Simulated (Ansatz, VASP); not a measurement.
Two plane-wave programs on Sr

```
CELL_PARAMETERS angstrom
0.00000 3.07247 3.07247
3.07247 0.00000 3.07247
3.07247 3.07247 0.00000
ATOMIC_POSITIONS crystal
Sr 0.00000 0.00000 0.00000
```

Change from the starting cell: volume scaled by 1.03, PAW files.

Alike in both runs: task electric field gradients; functional PBE; k mesh 10 × 10 × 10; occupations fermi-dirac, width 0.08 eV; no spin polarisation.

|  | VASP | Ansatz |
| --- | --- | --- |
| version | VASP 6.6.1 | Ansatz 0.2.0 |
| potentials or method | VASP PAW PBE potentials, release 64 (Sr_sv) | PAW with Ansatz's default frozen-core files, scalar-relativistic |
| plane-wave cutoff (eV) | 520 | 420 |
| valence electrons in the cell | 10 | 10 |

```tsv
	VASP	Ansatz	Ansatz less VASP
pressure (GPa)	-0.6	-0.6	0.00
```

The functional is the same, so the differences come from potentials, cutoffs and numerics.
